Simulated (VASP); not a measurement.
# SrTl in VASP: notebook

SrTl is run at these levels: LDA; tasks: single point.

Program: VASP 6.6.1. These are calculated values, not measurements. Logs are shortened: lines on timing, memory, paths and dates and some standing lists are left out, and cuts for length are marked.

### 1 The cell of the first run

Symmetry: Pm-3m, No. 221, cubic system. Conventional cell: a = 4.111 Å, b = 4.111 Å, c = 4.111 Å, α = 90.00°, β = 90.00°, γ = 90.00°. Sr (site symmetry m-3m) has 8 Tl at 3.56 Å and 6 Sr at 4.11 Å within 4.7 Å. Within 4.7 Å of Tl (site symmetry m-3m) lie 8 Sr at 3.56 Å and 6 Tl at 4.11 Å.

### 2 Single point, LDA (34.74 Å³/atom)

Input file INCAR:

```
SYSTEM = SrTl
PREC = Accurate
ENCUT = 520
EDIFF = 1E-7
ISMEAR = -1
SIGMA = 0.05
LREAL = .False.
LASPH = .True.
NELM = 80
ALGO = Normal
ISIF = 2
LWAVE = .False.
LCHARG = .False.
GGA = CA
NBANDS = 18
```

Input file KPOINTS:

```
Automatic mesh
0
Gamma
  8 8 8
  0 0 0
```

Input file POSCAR:

```
SrTl
1.0
    4.1110789000      0.0000000000      0.0000000000
    0.0000000000      4.1110789000      0.0000000000
    0.0000000000      0.0000000000      4.1110789000
Sr Tl
1 1
Direct
    0.0000000000      0.0000000000      0.0000000000
    0.5000000000      0.5000000000      0.5000000000
```

Potentials or basis: VASP PAW LDA potentials, release 64 (Sr_sv, Tl_d).

Command:

```
cat potpaw_LDA.64/Sr_sv/POTCAR potpaw_LDA.64/Tl_d/POTCAR > POTCAR
mpirun -np 1 vasp_std > vasp.out
```

OUTCAR:

```text
SYSTEM = SrTl
   PREC = Accurate
   ENCUT = 520
   EDIFF = 1E-7
   ISMEAR = -1
   LREAL = .False.
   LASPH = .True.
   NELM = 80
   ISIF = 2
   GGA = CA

 ion  position               nearest neighbor table
   1  0.000  0.000  0.000-   2 3.56   2 3.56   2 3.56   2 3.56   2 3.56   2 3.56   2 3.56   2 3.56

   2  0.500  0.500  0.500-   1 3.56   1 3.56   1 3.56   1 3.56   1 3.56   1 3.56   1 3.56   1 3.56

  LATTYP: Found a simple cubic cell.
 ALAT       =     4.1110789000

  Lattice vectors:

 A1 = (   4.1110789000,   0.0000000000,   0.0000000000)
 A2 = (   0.0000000000,   4.1110789000,   0.0000000000)
 A3 = (   0.0000000000,   0.0000000000,   4.1110789000)

Analysis of symmetry for initial positions (statically):
=====================================================================
 Subroutine PRICEL returns:
 Original cell was already a primitive cell.

 Routine SETGRP: Setting up the symmetry group for a
 simple cubic supercell.

 Subroutine GETGRP returns: Found 48 space group operations
 (whereof 48 operations were pure point group operations)
 out of a pool of 48 trial point group operations.

The static configuration has the point symmetry O_h .

Analysis of symmetry for dynamics (positions and initial velocities):
=====================================================================
 Subroutine PRICEL returns:
 Original cell was already a primitive cell.

 Routine SETGRP: Setting up the symmetry group for a
 simple cubic supercell.

 Subroutine GETGRP returns: Found 48 space group operations
 (whereof 48 operations were pure point group operations)
 out of a pool of 48 trial point group operations.

The dynamic configuration has the point symmetry O_h .

 Subroutine INISYM returns: Found 48 space group operations
 (whereof 48 operations are pure point group operations),
 and found     1 'primitive' translations

----------------------------------------------------------------------------------------

                                     Primitive cell

  volume of cell :      69.4812

  direct lattice vectors                    reciprocal lattice vectors
     4.111078900  0.000000000  0.000000000     0.243245149  0.000000000  0.000000000
     0.000000000  4.111078900  0.000000000     0.000000000  0.243245149  0.000000000
     0.000000000  0.000000000  4.111078900     0.000000000  0.000000000  0.243245149

  length of vectors
     4.111078900  4.111078900  4.111078900     0.243245149  0.243245149  0.243245149

  position of ions in fractional coordinates (direct lattice)
     0.000000000  0.000000000  0.000000000
     0.500000000  0.500000000  0.500000000

  ion indices of the primitive-cell ions
   primitive index   ion index
                 1           1
                 2           2

----------------------------------------------------------------------------------------

 KPOINTS: Automatic mesh

Automatic generation of k-mesh.
 Grid dimensions read from file:
 generate k-points for:    8    8    8

 Generating k-lattice:

  Cartesian coordinates                     Fractional coordinates (reciprocal lattice)
     0.030405644  0.000000000  0.000000000     0.125000000  0.000000000  0.000000000
     0.000000000  0.030405644  0.000000000     0.000000000  0.125000000  0.000000000
     0.000000000  0.000000000  0.030405644     0.000000000  0.000000000  0.125000000

  Length of vectors
     0.030405644  0.030405644  0.030405644

  Shift w.r.t. Gamma in fractional coordinates (k-lattice)
     0.000000000  0.000000000  0.000000000

 Subroutine IBZKPT returns following result:
 ===========================================

 Found     35 irreducible k-points:

 Following reciprocal coordinates:
            Coordinates               Weight
  0.000000  0.000000  0.000000      1.000000
  0.125000  0.000000  0.000000      6.000000
  0.250000  0.000000  0.000000      6.000000
  0.375000  0.000000  0.000000      6.000000
  0.500000  0.000000  0.000000      3.000000
  0.125000  0.125000  0.000000     12.000000
[... 16 lines left out ...]
  0.375000  0.375000  0.125000     24.000000
[... 51 lines left out ...]
      6      -7.5139      2.00000
[... 10 lines left out ...]
     17       8.4063      0.00000
     18       9.4620      0.00000

 k-point     7 :       0.2500    0.1250    0.0000
  band No.  band energies     occupation
      1     -31.9006      2.00000
      2     -14.0454      2.00000
      3     -13.9732      2.00000
      4     -13.9449      2.00000
      5      -7.5246      2.00000
      6      -7.4703      2.00000
[... 10 lines left out ...]
     17       8.7163      0.00000
     18      10.1385      0.00000

 k-point     8 :       0.3750    0.1250    0.0000
  band No.  band energies     occupation
      1     -31.8975      2.00000
      2     -14.1097      2.00000
      3     -13.9679      2.00000
      4     -13.9403      2.00000
      5      -7.5199      2.00000
      6      -7.4776      2.00000
[... 10 lines left out ...]
     17       9.4388      0.00000
     18      10.8807      0.00000
[... 229 lines left out ...]
     17       9.5145      0.00000
     18      10.7404      0.00000

 k-point    20 :       0.2500    0.2500    0.1250
  band No.  band energies     occupation
      1     -31.8963      2.00000
      2     -14.0387      2.00000
      3     -14.0275      2.00000
      4     -13.9646      2.00000
      5      -7.4870      2.00000
      6      -7.4851      2.00000
[... 10 lines left out ...]
     17       9.0463      0.00000
     18      10.1656      0.00000

 k-point    21 :       0.3750    0.2500    0.1250
  band No.  band energies     occupation
      1     -31.8933      2.00000
      2     -14.0942      2.00000
      3     -14.0243      2.00000
      4     -13.9584      2.00000
      5      -7.5060      2.00000
      6      -7.4797      2.00000
[... 10 lines left out ...]
     17       9.2610      0.00000
     18      10.0473      0.00000

 k-point    22 :       0.5000    0.2500    0.1250
  band No.  band energies     occupation
      1     -31.8920      2.00000
      2     -14.1189      2.00000
      3     -14.0210      2.00000
      4     -13.9558      2.00000
      5      -7.5144      2.00000
      6      -7.4821      2.00000
[... 10 lines left out ...]
     17       9.5730      0.00000
     18      10.1576      0.00000

 k-point    23 :       0.3750    0.3750    0.1250
  band No.  band energies     occupation
      1     -31.8903      2.00000
      2     -14.0856      2.00000
      3     -14.0802      2.00000
      4     -13.9517      2.00000
      5      -7.5266      2.00000
      6      -7.4876      2.00000
[... 10 lines left out ...]
     17       9.4325      0.00000
     18       9.6281      0.00000

 k-point    24 :       0.5000    0.3750    0.1250
  band No.  band energies     occupation
      1     -31.8891      2.00000
      2     -14.1068      2.00000
      3     -14.0783      2.00000
      4     -13.9489      2.00000
      5      -7.5352      2.00000
      6      -7.4903      2.00000
[... 10 lines left out ...]
     17       9.6052      0.00000
     18       9.9446      0.00000

 [... further k-points ...]

------------------------ aborting loop because EDIFF is reached ----------------------------------------

  FORCE on cell =-STRESS in cart. coord.  units (eV):
  Direction    XX          YY          ZZ          XY          YZ          ZX
  --------------------------------------------------------------------------------------
  -------------------------------------------------------------------------------------
  Total       -1.3542797     -1.3542797     -1.3542797     -0.0000000      0.0000000     -0.0000000
  in kB      -31.2285292    -31.2285292    -31.2285292     -0.0000000      0.0000000     -0.0000000
  external PRESSURE =     -31.2285292 kB  Pullay stress =       0.0000000 kB

 VOLUME and BASIS-vectors are now :
 -----------------------------------------------------------------------------
  energy-cutoff  :      520.00
  volume of cell :       69.48
      direct lattice vectors                 reciprocal lattice vectors
     4.111078900  0.000000000  0.000000000     0.243245149  0.000000000  0.000000000
     0.000000000  4.111078900  0.000000000     0.000000000  0.243245149  0.000000000
     0.000000000  0.000000000  4.111078900     0.000000000  0.000000000  0.243245149

 POSITION                                       TOTAL-FORCE (eV/Angst)
 -----------------------------------------------------------------------------------
      0.00000      0.00000      0.00000         0.000000      0.000000      0.000000
      2.05554      2.05554      2.05554         0.000000      0.000000      0.000000
 -----------------------------------------------------------------------------------
    total drift:                                0.000000      0.000000     -0.000000

  FREE ENERGIE OF THE ION-ELECTRON SYSTEM (eV)
  ---------------------------------------------------
  free  energy   TOTEN  =        -5.8099110313 eV

  energy  without entropy=       -5.7959225712  energy(sigma->0) =       -5.80291680
```

Run time: 40 s. Hardware: 1 thread of Intel Xeon 8259CL, shared host; peak memory 0.18 GiB.

What came out:

- Free energy: -5.8099 eV
- Pressure: -3.1 GPa
- Band gap on the k mesh: zero (an odd number of electrons rules out a gap without spin polarisation)

Levels at points of the mesh, in eV from the Fermi level:
| k point | band 9 | band 10 | band 11 | band 12 | band 13 | band 14 | band 15 | band 16 |
| --- | --- | --- | --- | --- | --- | --- | --- | --- |
| (0.00, 0.00, 0.00) | -11.28 | -7.70 | 1.24 | 1.24 | 2.72 | 2.72 | 2.72 | 3.83 |
| (0.50, 0.00, 0.00) | -11.24 | -6.33 | -2.86 | 1.56 | 1.56 | 1.61 | 4.83 | 5.62 |
| (0.50, 0.50, 0.00) | -11.17 | -5.92 | -0.78 | -0.78 | 0.87 | 3.56 | 3.56 | 4.29 |
| (0.50, 0.50, 0.50) | -11.16 | -4.79 | -1.31 | -1.31 | -1.31 | 4.14 | 4.14 | 4.14 |

Caveat: the cell stands under tension; spin-orbit coupling is left out, which moves the levels of the heavy elements.

### 3 Single point, LDA (equal xy, yz and zx shear strains of -2 %)

Input file INCAR:

```
PREC = Accurate
ENCUT = 520
EDIFF = 1E-6
ISMEAR = -1
SIGMA = 0.05
LREAL = False
LASPH = True
NELM = 100
ALGO = Normal
ISIF = 2
LWAVE = False
LCHARG = True
GGA = CA
LELF = True
LVHAR = True
NBANDS = 18
```

Input file KPOINTS:

```
Automatic mesh
0
Gamma
  8 8 8
```

Input file POSCAR:

```
SrTl
1.0
    4.0320000000     -0.0403200000     -0.0403200000
   -0.0403200000      4.0320000000     -0.0403200000
   -0.0403200000     -0.0403200000      4.0320000000
Sr Tl
1 1
Direct
    0.0000000000      0.0000000000      0.0000000000
    0.5000000000      0.5000000000      0.5000000000
```

Potentials or basis: VASP PAW LDA potentials, release 64 (Sr_sv, Tl_d).

Command:

```
cat potpaw_LDA.64/Sr_sv/POTCAR potpaw_LDA.64/Tl_d/POTCAR > POTCAR
mpirun -np 1 vasp_std > vasp.out
```

Wall time 74 s (1 thread of Intel Xeon 8259CL, shared host); peak memory 0.21 GiB.

The run converged. Its results:

```yaml
Free_energy: -5.8647 eV
Pressure: -1.7 GPa
Band_gap_on_the_k_mesh: zero (an odd number of electrons rules out a gap without spin polarisation)
```

Stress tensor (GPa, compression positive):
```
-1.72  0.45  0.45
 0.45 -1.72  0.45
 0.45  0.45 -1.72
```

Levels at points of the mesh, in eV from the Fermi level:
| k point | band 9 | band 10 | band 11 | band 12 | band 13 | band 14 | band 15 | band 16 |
| --- | --- | --- | --- | --- | --- | --- | --- | --- |
| (0.00, 0.00, 0.00) | -11.31 | -7.90 | 1.23 | 1.23 | 2.86 | 2.90 | 2.90 | 4.30 |
| (0.50, 0.00, 0.00) | -11.28 | -6.38 | -2.98 | 1.49 | 1.50 | 1.76 | 5.01 | 5.89 |
| (0.50, 0.50, 0.00) | -11.19 | -5.99 | -0.86 | -0.71 | 0.95 | 3.67 | 3.70 | 4.63 |
| (0.50, 0.50, 0.50) | -11.18 | -4.72 | -1.47 | -1.47 | -1.39 | 4.33 | 4.33 | 4.65 |

Caveat: the cell differs from its parent crystal (equal xy, yz and zx shear strains of -2 %); spin-orbit coupling is left out, which moves the levels of the heavy elements.

### 4 Single point, LDA (equal xy, yz and zx shear strains of -1 %)

Input file INCAR:

```
SYSTEM = SrTl
ALGO = Normal
EDIFF = 1E-6
ENCUT = 520
ISIF = 2
ISMEAR = -1
LASPH = .True.
LCHARG = .False.
LREAL = .False.
LWAVE = .False.
NBANDS = 18
NELM = 80
PREC = Accurate
SIGMA = 0.05
```

Input file KPOINTS:

```
k-points
0
Gamma
  8 8 8
  0 0 0
```

Input file POSCAR:

```
SrTl
1.0
    4.0320000000     -0.0201600000     -0.0201600000
   -0.0201600000      4.0320000000     -0.0201600000
   -0.0201600000     -0.0201600000      4.0320000000
Sr Tl
1 1
Direct
    0.0000000000      0.0000000000      0.0000000000
    0.5000000000      0.5000000000      0.5000000000
```

Command:

```
cat potpaw_LDA.64/Sr_sv/POTCAR potpaw_LDA.64/Tl_d/POTCAR > POTCAR
mpirun -np 1 vasp_std > vasp.out
```

Wall time 76 s (1 thread of Intel Xeon 8259CL, shared host); peak memory 0.21 GiB.

It converged, with:

```
Free energy            : -5.8686 eV
Pressure               : -1.8 GPa
Band gap on the k mesh : zero (an odd number of electrons rules out a gap without spin polarisation)
```

Stress tensor (GPa, compression positive):
```
-1.76  0.22  0.22
 0.22 -1.76  0.22
 0.22  0.22 -1.76
```

Levels at points of the mesh, in eV from the Fermi level:
```
           k point  band 8  band 9  band 10  band 11  band 12  band 13  band 14  band 15  band 16  band 17
(0.00, 0.00, 0.00)  -11.31  -11.31    -7.90     1.23     1.23     2.87     2.89     2.89     4.35     5.04
(0.50, 0.00, 0.00)  -11.31  -11.28    -6.38    -2.98     1.54     1.54     1.67     5.02     5.89     6.34
(0.50, 0.50, 0.00)  -11.36  -11.19    -5.99    -0.82    -0.75     0.94     3.68     3.70     4.60     4.73
(0.50, 0.50, 0.50)  -11.18  -11.18    -4.72    -1.46    -1.46    -1.42     4.38     4.38     4.54     6.37
```

Caveat: the cell differs from its parent crystal (equal xy, yz and zx shear strains of -1 %); spin-orbit coupling is left out, which moves the levels of the heavy elements.

### 5 Single point, LDA (equal xy, yz and zx shear strains of +1 %)

Input file INCAR:

```
SYSTEM = SrTl
ALGO     = Normal         ! electronic algorithm
EDIFF    = 1E-7           ! SCF threshold, eV
ENCUT    = 520            ! plane-wave cutoff, eV
ISIF     = 2              ! what is computed and relaxed
ISMEAR   = -1             ! smearing method
LASPH    = .True.         ! aspherical terms in the spheres
LCHARG   = .False.        ! write CHGCAR
LREAL    = .False.        ! projectors in reciprocal space
LWAVE    = .False.        ! write WAVECAR
NBANDS   = 18             ! bands
NELM     = 60             ! most SCF steps
PREC     = Accurate       ! precision mode
SIGMA    = 0.05           ! smearing width, eV
```

KPOINTS is that of step 4.

Input file POSCAR:

```
SrTl
1.0
    4.0320000000      0.0201600000      0.0201600000
    0.0201600000      4.0320000000      0.0201600000
    0.0201600000      0.0201600000      4.0320000000
Sr Tl
1 1
Direct
    0.0000000000      0.0000000000      0.0000000000
    0.5000000000      0.5000000000      0.5000000000
```

Command:

```
cat potpaw_LDA.64/Sr_sv/POTCAR potpaw_LDA.64/Tl_d/POTCAR > POTCAR
mpirun -np 1 vasp_std > vasp.out
```

It took 83 s on 1 thread of Intel Xeon 8259CL, shared host; peak memory 0.21 GiB.

The run converged. Its results:

```yaml
Free_energy: -5.8687 eV
Pressure: -1.8 GPa
Band_gap_on_the_k_mesh: zero (an odd number of electrons rules out a gap without spin polarisation)
```

Stress tensor (GPa, compression positive):
```
-1.76 -0.20 -0.20
-0.20 -1.76 -0.20
-0.20 -0.20 -1.76
```

Levels at points of the mesh, in eV from the Fermi level:
| k point | band 9 | band 10 | band 11 | band 12 | band 13 | band 14 | band 15 | band 16 |
| --- | --- | --- | --- | --- | --- | --- | --- | --- |
| (0.00, 0.00, 0.00) | -11.31 | -7.90 | 1.23 | 1.23 | 2.87 | 2.87 | 2.90 | 4.35 |
| (0.50, 0.00, 0.00) | -11.28 | -6.38 | -2.98 | 1.50 | 1.63 | 1.63 | 5.02 | 5.89 |
| (0.50, 0.50, 0.00) | -11.18 | -5.99 | -0.82 | -0.75 | 0.94 | 3.67 | 3.70 | 4.60 |
| (0.50, 0.50, 0.50) | -11.18 | -4.72 | -1.47 | -1.43 | -1.43 | 4.33 | 4.48 | 4.48 |

Caveat: the cell differs from its parent crystal (equal xy, yz and zx shear strains of +1 %); spin-orbit coupling is left out, which moves the levels of the heavy elements.

### 6 Single point, LDA (equal xy, yz and zx shear strains of +2 %)

Input file INCAR:

```
SYSTEM = SrTl
PREC = Accurate
ENCUT = 520
EDIFF = 1E-6
ISMEAR = -1
SIGMA = 0.05
LREAL = .False.
LASPH = .True.
NELM = 80
ALGO = Normal
ISIF = 2
LWAVE = .False.
LCHARG = .True.
LELF = .True.
LVHAR = .True.
NBANDS = 18
```

Input file KPOINTS:

```
regular mesh
0
Gamma
  8 8 8
  0 0 0
```

Input file POSCAR:

```
SrTl
1.0
    4.0320000000      0.0403200000      0.0403200000
    0.0403200000      4.0320000000      0.0403200000
    0.0403200000      0.0403200000      4.0320000000
Sr Tl
1 1
Direct
    0.0000000000      0.0000000000      0.0000000000
    0.5000000000      0.5000000000      0.5000000000
```

Potentials or basis: VASP PAW LDA potentials, release 64 (Sr_sv, Tl_d).

Command:

```
cat potpaw_LDA.64/Sr_sv/POTCAR potpaw_LDA.64/Tl_d/POTCAR > POTCAR
mpirun -np 1 vasp_std > vasp.out
```

It took 79 s on 1 thread of Intel Xeon 8259CL, shared host; peak memory 0.21 GiB.

The run converged. Its results:

```
Free energy            : -5.8653 eV
Pressure               : -1.7 GPa
Band gap on the k mesh : zero (an odd number of electrons rules out a gap without spin polarisation)
```

Stress tensor (GPa, compression positive):
```
-1.73 -0.38 -0.38
-0.38 -1.73 -0.38
-0.38 -0.38 -1.73
```

Levels at points of the mesh, in eV from the Fermi level:
| k point | band 8 | band 9 | band 10 | band 11 | band 12 | band 13 | band 14 | band 15 | band 16 | band 17 |
| --- | --- | --- | --- | --- | --- | --- | --- | --- | --- | --- |
| (0.00, 0.00, 0.00) | -11.32 | -11.30 | -7.90 | 1.23 | 1.23 | 2.87 | 2.87 | 2.92 | 4.32 | 5.01 |
| (0.50, 0.00, 0.00) | -11.30 | -11.28 | -6.38 | -2.98 | 1.41 | 1.67 | 1.67 | 5.00 | 5.89 | 6.33 |
| (0.50, 0.50, 0.00) | -11.36 | -11.19 | -5.99 | -0.85 | -0.72 | 0.95 | 3.65 | 3.72 | 4.62 | 4.72 |
| (0.50, 0.50, 0.50) | -11.18 | -11.18 | -4.72 | -1.50 | -1.42 | -1.42 | 4.24 | 4.54 | 4.54 | 6.36 |

Caveat: the cell differs from its parent crystal (equal xy, yz and zx shear strains of +2 %); spin-orbit coupling is left out, which moves the levels of the heavy elements.

### 7 The runs side by side

```csv
cell,gap on the mesh (eV),pressure (GPa)
"a = 4.111 Å, 2 atoms",none,-3.1
"a = 4.032 Å, angles 91.1°, 2 atoms",none,-1.7
"a = 4.032 Å, angles 90.6°, 2 atoms",none,-1.8
"a = 4.032 Å, angles 89.4°, 2 atoms",none,-1.8
"a = 4.032 Å, angles 88.8°, 2 atoms",none,-1.7
```

Alike in all rows: task single point; level LDA; potentials or basis VASP PAW LDA potentials, release 64 (Sr_sv, Tl_d); no spin polarisation; k mesh 8 × 8 × 8; cutoff (eV) 520; smearing fermi-dirac 0.05 eV.

Caveats: spin-orbit coupling is left out, which moves the levels of the heavy elements; the cell stands under tension (at least some runs).

Absolute energies hang on the potentials; compare differences alone.
